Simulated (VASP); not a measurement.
# GaSb (F-43m) in VASP: notebook

GaSb is run at these levels: RPBE, PBE; tasks: single point.

Program: VASP 6.6.1. These are calculated values, not measurements. Logs are shortened: lines on timing, memory, paths and dates and some standing lists are left out, and cuts for length are marked.

## Step 1: The cell of the first run

It takes space group F-43m (No. 216, cubic). Conventional cell: a = 6.118 Å, b = 6.118 Å, c = 6.118 Å, α = 90.00°, β = 90.00°, γ = 90.00°. Within 3.5 Å of Ga (site symmetry -43m) lie 4 Sb at 2.65 Å. Sb (site symmetry -43m) has 4 Ga at 2.65 Å within 3.5 Å.

## Step 2: Single point, RPBE

The input, INCAR:

```
SYSTEM = GaSb
PREC = Accurate
ENCUT = 500
EDIFF = 1E-6
ISMEAR = 1
SIGMA = 0.005
LREAL = .False.
LASPH = .True.
NELM = 120
ALGO = Normal
ISIF = 2
LWAVE = .False.
LCHARG = .False.
GGA = RP
NBANDS = 16
GGA_COMPAT = .False.
```

The input, KPOINTS:

```
regular mesh
0
Gamma
  6 6 6
  0 0 0
```

The input, POSCAR:

```
GaSb
1.0
    0.0000000000      3.0590005565      3.0590005565
    3.0590005565      0.0000000000      3.0590005565
    3.0590005565      3.0590005565      0.0000000000
Ga Sb
1 1
Direct
    0.0000000000      0.0000000000      0.0000000000
    0.7500000000      0.7500000000      0.7500000000
```

Potentials or basis: VASP PAW PBE potentials, release 64 (Ga_d, Sb).

Started as:

```sh
$ cat potpaw_PBE.64/Ga_d/POTCAR potpaw_PBE.64/Sb/POTCAR > POTCAR
$ mpirun -np 1 vasp_std > vasp.out
```

OUTCAR:

```text
SYSTEM = GaSb
   PREC = Accurate
   ENCUT = 500
   EDIFF = 1E-6
   ISMEAR = 1
   LREAL = .False.
   LASPH = .True.
   NELM = 120
   ISIF = 2
   GGA = RP

 ion  position               nearest neighbor table
   1  0.000  0.000  0.000-   2 2.65   2 2.65   2 2.65   2 2.65
   2  0.750  0.750  0.750-   1 2.65   1 2.65   1 2.65   1 2.65

  LATTYP: Found a face centered cubic cell.
 ALAT       =     6.1180011130

  Lattice vectors:

 A1 = (   0.0000000000,   3.0590005565,   3.0590005565)
 A2 = (   3.0590005565,   0.0000000000,   3.0590005565)
 A3 = (   3.0590005565,   3.0590005565,   0.0000000000)

Analysis of symmetry for initial positions (statically):
=====================================================================
 Subroutine PRICEL returns:
 Original cell was already a primitive cell.

 Routine SETGRP: Setting up the symmetry group for a
 face centered cubic supercell.

 Subroutine GETGRP returns: Found 24 space group operations
 (whereof 24 operations were pure point group operations)
 out of a pool of 48 trial point group operations.

The static configuration has the point symmetry T_d .

Analysis of symmetry for dynamics (positions and initial velocities):
=====================================================================
 Subroutine PRICEL returns:
 Original cell was already a primitive cell.

 Routine SETGRP: Setting up the symmetry group for a
 face centered cubic supercell.

 Subroutine GETGRP returns: Found 24 space group operations
 (whereof 24 operations were pure point group operations)
 out of a pool of 48 trial point group operations.

The dynamic configuration has the point symmetry T_d .

 Subroutine INISYM returns: Found 24 space group operations
 (whereof 24 operations are pure point group operations),
 and found     1 'primitive' translations

----------------------------------------------------------------------------------------

                                     Primitive cell

  volume of cell :      57.2491

  direct lattice vectors                    reciprocal lattice vectors
     0.000000000  3.059000557  3.059000557    -0.163452079  0.163452079  0.163452079
     3.059000557  0.000000000  3.059000557     0.163452079 -0.163452079  0.163452079
     3.059000557  3.059000557  0.000000000     0.163452079  0.163452079 -0.163452079

  length of vectors
     4.326080074  4.326080074  4.326080074     0.283107305  0.283107305  0.283107305

  position of ions in fractional coordinates (direct lattice)
     0.000000000  0.000000000  0.000000000
[... 68 lines left out ...]
   NELM   =    120;   NELMIN=  2; NELMDL= -5     # of ELM steps
   EDIFF  = 0.1E-05   stopping-criterion for ELM
   LREAL  =      F    real-space projection
   EDIFFG = 0.1E-04   stopping-criterion for IOM
   NSW    =      0    number of steps for IOM
   IBRION =     -1    ionic relax: 0-MD 1-quasi-New 2-CG
   NFREE  =      0    steps in history (QN), initial steepest desc. (CG)
   ISIF   =      2    stress and relaxation
   ISYM   =      2    0-nonsym 1-usesym 2-fastsym
   POTIM  = 0.5000    time-step for ionic-motion
   TEBEG  =    0.0;   TEEND  =   0.0 temperature during run
   PSTRESS=    0.0 pullay stress
   NELECT =      18.0000    total number of electrons
   NUPDOWN=      -1.0000    fix difference up-down
   EMIN   =  10.00;   EMAX   =-10.00  energy-range for DOS
   EFERMI =   0.00;   METHOD = LEGACY
   ISMEAR =     1;   SIGMA  =   0.01  broadening in eV -4-tet -1-fermi 0-gaus
   EFERMI_NEDOS =   21; number of points for ismear=-14 and -15
   IALGO  =     38    algorithm
   IMIX   =      4    mixing-type and parameters
     AMIX     =   0.40;   BMIX     =  1.00
     AMIX_MAG =   1.60;   BMIX_MAG =  1.00
  volume/ion in A,a.u.               =      28.62       193.17
  Fermi-wavevector in a.u.,A,eV,Ry     =   1.113207  2.103657 16.860760  1.239231
  Thomas-Fermi vector in A             =   2.249790
   LORBIT       =      0    0 simple, 1 ext, 2 COOP (PROOUT), +10 PAW based schemes
   GGA     = RP    functional components
   LHFCALC =     F    Hartree Fock is set to
   AEXX    =    0.0000 exact exchange contribution
   IVDW    =     0    specifies the selected vdW correction
   LEPSILON=     F    determine dielectric tensor
   LRPA    =     F    only Hartree local field effects (RPA)
 non-spin polarized calculation
 Methfessel and Paxton  Order N= 1 SIGMA  =   0.01
  energy-cutoff  :      500.00
  volume of cell :       57.25
 maximum number of plane-waves:      1464
   NGX = 15   NGY = 15   NGZ = 15

 number of electron      17.9999986 magnetization

 Free energy of the ion-electron system (eV)
  ---------------------------------------------------
  ext. energy  EPLUGINS =         0.00000000
  ---------------------------------------------------
  free energy    TOTEN  =        -6.62749980 eV

  energy without entropy =       -6.62749980  energy(sigma->0) =       -6.62749980

 E-fermi :   5.0191     XC(G=0):  -8.9147

 val. band max:        4.9864043944   @ k =   0.0000   0.0000   0.0000
 cond. band min:       5.1172164776   @ k =   0.0000   0.0000   0.0000
 fundamental gap:      0.1308120833
 Fermi energy:         5.0191491018

 k-point     1 :       0.0000    0.0000    0.0000
  band No.  band energies     occupation
      1     -10.0619      2.00000
      2     -10.0619      2.00000
      3     -10.0619      2.00000
      4     -10.0126      2.00000
      5     -10.0126      2.00000
      6      -6.4562      2.00000
[... 281 lines left out ...]
      3     -10.0388      2.00000
      4     -10.0203      2.00000
      5     -10.0109      2.00000
      6      -3.9725      2.00000
[... 8 lines left out ...]
     15      15.0539      0.00000
     16      16.3734      0.00000

------------------------ aborting loop because EDIFF is reached ----------------------------------------

  FORCE on cell =-STRESS in cart. coord.  units (eV):
  Direction    XX          YY          ZZ          XY          YZ          ZX
  --------------------------------------------------------------------------------------
  -------------------------------------------------------------------------------------
  Total        1.4024191      1.4024191      1.4024191      0.0000000     -0.0000000      0.0000000
  in kB       39.2481986     39.2481986     39.2481986      0.0000000     -0.0000000      0.0000000
  external PRESSURE =      39.2481986 kB  Pullay stress =       0.0000000 kB

 VOLUME and BASIS-vectors are now :
 -----------------------------------------------------------------------------
  energy-cutoff  :      500.00
  volume of cell :       57.25
      direct lattice vectors                 reciprocal lattice vectors
     0.000000000  3.059000557  3.059000557    -0.163452079  0.163452079  0.163452079
     3.059000557  0.000000000  3.059000557     0.163452079 -0.163452079  0.163452079
     3.059000557  3.059000557  0.000000000     0.163452079  0.163452079 -0.163452079

 POSITION                                       TOTAL-FORCE (eV/Angst)
 -----------------------------------------------------------------------------------
      0.00000      0.00000      0.00000         0.000000      0.000000      0.000000
      4.58850      4.58850      4.58850        -0.000000     -0.000000     -0.000000
 -----------------------------------------------------------------------------------
    total drift:                               -0.000000     -0.000000     -0.000000

  FREE ENERGIE OF THE ION-ELECTRON SYSTEM (eV)
  ---------------------------------------------------
  free  energy   TOTEN  =        -6.6274998010 eV

  energy  without entropy=       -6.6274998010  energy(sigma->0) =       -6.62749980
```

OSZICAR:

```text
N       E                     dE             d eps       ncg     rms          rms(c)
DAV:   1     0.848042850735E+02    0.84804E+02   -0.83841E+03   512   0.134E+03
DAV:   2     0.415615629822E-01   -0.84763E+02   -0.81230E+02   632   0.302E+02
DAV:   3    -0.652803971556E+01   -0.65696E+01   -0.65559E+01   584   0.658E+01
DAV:   4    -0.664359827095E+01   -0.11556E+00   -0.11555E+00   664   0.969E+00
DAV:   5    -0.664590704537E+01   -0.23088E-02   -0.23047E-02   624   0.122E+00    0.327E+00
DAV:   6    -0.662302026769E+01    0.22887E-01   -0.58167E-02   768   0.368E+00    0.201E+00
DAV:   7    -0.662339974967E+01   -0.37948E-03   -0.40158E-02   576   0.161E+00    0.361E-01
DAV:   8    -0.662619345689E+01   -0.27937E-02   -0.53898E-03   648   0.785E-01    0.840E-02
DAV:   9    -0.662732931795E+01   -0.11359E-02   -0.15794E-03   592   0.253E-01    0.378E-02
DAV:  10    -0.662744545511E+01   -0.11614E-03   -0.12936E-04   648   0.661E-02    0.998E-03
DAV:  11    -0.662749628193E+01   -0.50827E-04   -0.98517E-05   592   0.658E-02    0.763E-03
DAV:  12    -0.662749997030E+01   -0.36884E-05   -0.83194E-06   640   0.184E-02    0.868E-04
DAV:  13    -0.662749980096E+01    0.16934E-06   -0.13489E-07   496   0.224E-03
   1 F= -.66274998E+01 E0= -.66274998E+01  d E =0.392494E-21
```

stdout:

```text
POSCAR found type information on POSCAR GaSb
 POSCAR found :  2 types and       2 ions
 scaLAPACK will be used
 -----------------------------------------------------------------------------
|                                                                             |
|                                                                             |
|     You enforced a specific xc type in the INCAR file but a different       |
|     I HOPE YOU KNOW WHAT YOU ARE DOING!                                     |
|                                                                             |
 -----------------------------------------------------------------------------

 LDA part: xc-table for (Slater+PW92), standard interpolation
 POSCAR, INCAR and KPOINTS ok, starting setup
 FFT: planning ... GRIDC
 FFT: planning ... GRID_SOFT
 FFT: planning ... GRID
 WAVECAR not read
 entering main loop
```

Run time: 18 s. Hardware: 1 thread of Intel Xeon 8259CL, shared host; peak memory 0.18 GiB.

Results:

```yaml
Free_energy: -6.6275 eV
Pressure: 3.9 GPa
Band_gap_on_the_k_mesh: 0.13 eV
```

Caveat: the cell stands under pressure; the PAW data sets were made with another functional, which shifts forces and pressure a little; spin-orbit coupling is left out, which moves the levels of the heavy elements. A k mesh can miss the band edges.

## Step 3: Single point, PBE

The input, INCAR:

```
PREC = Accurate ; ENCUT = 500
EDIFF = 1E-6 ; ISMEAR = 0
SIGMA = 0.001 ; LREAL = F
LASPH = T ; NELM = 120
ALGO = Normal ; ISIF = 2
LWAVE = F ; LCHARG = F
GGA = PE ; NBANDS = 16
GGA_COMPAT = F
```

The input, KPOINTS:

```
Automatic mesh
0
Gamma
  6 6 6
```

POSCAR is that of step 2.

Potentials or basis: VASP PAW PBE potentials, release 64 (Ga_d, Sb).

Started as:

```sh
$ cat potpaw_PBE.64/Ga_d/POTCAR potpaw_PBE.64/Sb/POTCAR > POTCAR
$ mpirun -np 1 vasp_std > vasp.out
```

OUTCAR:

```text
PREC = Accurate
   ENCUT = 500
   EDIFF = 1E-6
   ISMEAR = 0
   LREAL = F
   LASPH = T
   NELM = 120
   ISIF = 2
   GGA = PE

 ion  position               nearest neighbor table
   1  0.000  0.000  0.000-   2 2.65   2 2.65   2 2.65   2 2.65
   2  0.750  0.750  0.750-   1 2.65   1 2.65   1 2.65   1 2.65

  LATTYP: Found a face centered cubic cell.
 ALAT       =     6.1180011130

  Lattice vectors:

 A1 = (   0.0000000000,   3.0590005565,   3.0590005565)
 A2 = (   3.0590005565,   0.0000000000,   3.0590005565)
 A3 = (   3.0590005565,   3.0590005565,   0.0000000000)

Analysis of symmetry for initial positions (statically):
=====================================================================
 Subroutine PRICEL returns:
 Original cell was already a primitive cell.

 Routine SETGRP: Setting up the symmetry group for a
 face centered cubic supercell.

 Subroutine GETGRP returns: Found 24 space group operations
 (whereof 24 operations were pure point group operations)
 out of a pool of 48 trial point group operations.

The static configuration has the point symmetry T_d .

Analysis of symmetry for dynamics (positions and initial velocities):
[... 149 lines left out ...]

 E-fermi :   4.8949     XC(G=0):  -9.0837

 val. band max:        4.8779592923   @ k =   0.0000   0.0000   0.0000
 cond. band min:       4.9118797863   @ k =   0.0000   0.0000   0.0000
 fundamental gap:      0.0339204940
 Fermi energy:         4.8948685652

 k-point     1 :       0.0000    0.0000    0.0000
  band No.  band energies     occupation
      1     -10.1690      2.00000
      2     -10.1690      2.00000
      3     -10.1690      2.00000
      4     -10.1195      2.00000
      5     -10.1195      2.00000
      6      -6.5987      2.00000
[... 281 lines left out ...]
      3     -10.1458      2.00000
      4     -10.1273      2.00000
      5     -10.1178      2.00000
      6      -4.1081      2.00000
[... 8 lines left out ...]
     15      14.9057      0.00000
     16      16.2389      0.00000

------------------------ aborting loop because EDIFF is reached ----------------------------------------

  FORCE on cell =-STRESS in cart. coord.  units (eV):
  Direction    XX          YY          ZZ          XY          YZ          ZX
  --------------------------------------------------------------------------------------
  -------------------------------------------------------------------------------------
  Total        0.8362255      0.8362255      0.8362255      0.0000000      0.0000000      0.0000000
  in kB       23.4026668     23.4026668     23.4026668      0.0000000      0.0000000      0.0000000
  external PRESSURE =      23.4026668 kB  Pullay stress =       0.0000000 kB

 VOLUME and BASIS-vectors are now :
 -----------------------------------------------------------------------------
  energy-cutoff  :      500.00
  volume of cell :       57.25
      direct lattice vectors                 reciprocal lattice vectors
     0.000000000  3.059000557  3.059000557    -0.163452079  0.163452079  0.163452079
     3.059000557  0.000000000  3.059000557     0.163452079 -0.163452079  0.163452079
     3.059000557  3.059000557  0.000000000     0.163452079  0.163452079 -0.163452079

 POSITION                                       TOTAL-FORCE (eV/Angst)
 -----------------------------------------------------------------------------------
      0.00000      0.00000      0.00000         0.000000     -0.000000      0.000000
      4.58850      4.58850      4.58850        -0.000000      0.000000     -0.000000
 -----------------------------------------------------------------------------------
    total drift:                               -0.000000     -0.000000     -0.000000

  FREE ENERGIE OF THE ION-ELECTRON SYSTEM (eV)
  ---------------------------------------------------
  free  energy   TOTEN  =        -7.3209474010 eV

  energy  without entropy=       -7.3209474010  energy(sigma->0) =       -7.32094740
```

OSZICAR:

```text
N       E                     dE             d eps       ncg     rms          rms(c)
DAV:   1     0.841401177584E+02    0.84140E+02   -0.83786E+03   512   0.134E+03
DAV:   2    -0.666496338453E+00   -0.84807E+02   -0.81404E+02   632   0.302E+02
DAV:   3    -0.725927478359E+01   -0.65928E+01   -0.65789E+01   584   0.659E+01
DAV:   4    -0.737555205801E+01   -0.11628E+00   -0.11626E+00   664   0.972E+00
DAV:   5    -0.737786882992E+01   -0.23168E-02   -0.23168E-02   624   0.122E+00    0.319E+00
DAV:   6    -0.733266495793E+01    0.45204E-01   -0.64718E-02   736   0.396E+00    0.192E+00
DAV:   7    -0.731931509657E+01    0.13350E-01   -0.40355E-02   592   0.159E+00    0.355E-01
DAV:   8    -0.732037734547E+01   -0.10622E-02   -0.45491E-03   672   0.764E-01    0.886E-02
DAV:   9    -0.732089337956E+01   -0.51603E-03   -0.71127E-04   584   0.203E-01    0.344E-02
DAV:  10    -0.732092192299E+01   -0.28543E-04   -0.35609E-05   664   0.385E-02    0.972E-03
DAV:  11    -0.732094672611E+01   -0.24803E-04   -0.34448E-05   600   0.385E-02    0.660E-03
DAV:  12    -0.732094740097E+01   -0.67486E-06   -0.13377E-06   616   0.926E-03
   1 F= -.73209474E+01 E0= -.73209474E+01  d E =-.526227-129
```

Run time: 20 s. Hardware: 1 thread of Intel Xeon 8259CL, shared host; peak memory 0.18 GiB.

What came out:

```yaml
Free_energy: -7.3209 eV
Pressure: 2.3 GPa
Band_gap_on_the_k_mesh: 0.03 eV
```

Levels at points of the mesh, in eV from the valence-band top:
```csv
k point,band 5,band 6,band 7,band 8,band 9,band 10,band 11,band 12,band 13,band 14
"(0.00, 0.00, 0.00)",-15.00,-11.48,0.00,0.00,0.00,0.03,2.77,2.77,2.77,5.81
"(0.50, 0.00, 0.00)",-15.00,-9.85,-6.37,-1.16,-1.16,0.40,3.74,3.74,6.47,9.37
"(0.50, 0.50, 0.00)",-14.99,-9.02,-6.82,-2.58,-2.58,0.90,1.25,8.68,8.68,10.06
```

Caveat: spin-orbit coupling is left out, which moves the levels of the heavy elements. A k mesh can miss the band edges.
